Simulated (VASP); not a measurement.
CuO, 4 atoms in the cell. Symmetry: Cccm, No. 66, orthorhombic system. The conventional cell has a = 3.928 Å, b = 4.249 Å, c = 5.086 Å, α = 90.00°, β = 90.00°, γ = 90.00°. Within 2.6 Å of Cu (site symmetry 2/m) lie 4 O at 1.93 Å. Within 2.6 Å of O (site symmetry 222) lie 4 Cu at 1.93 Å and 2 O at 2.54 Å. 

| Property | Result |
| --- | --- |
| Program | VASP 6.6.1 |
| Task | single point |
| Functional | LDA |
| Potentials or basis | VASP PAW LDA potentials, release 64 (Cu, O) |
| Cutoff | 520 eV |
| k mesh | 9 × 9 × 5 |
| Occupations | fermi-dirac, width 0.05 eV |
| Spin | no spin polarisation |
| Dipole correction | no |
| Further INCAR settings | ALGO = Normal; EDIFF = 1e-06; NBANDS = 25 |

Potentials or basis: VASP PAW LDA potentials, release 64 (Cu, O).

Run with:

```console
$ cat potpaw_LDA.64/Cu/POTCAR potpaw_LDA.64/O/POTCAR > POTCAR
$ mpirun -np 1 vasp_std > vasp.out
```

Hardware: 1 thread of Intel(R) Xeon(R) Platinum 8259CL CPU @ 2.50GHz (Skylake/Cascade Lake), on a shared host.

Q: Estimate the wall time of this run.

A: Run time: 80 s on 1 thread of Intel(R) Xeon(R) Platinum 8259CL CPU @ 2.50GHz (Skylake/Cascade Lake), on a shared host, peak memory 0.18 GiB. Counts: scf iterations 15, k points 75.
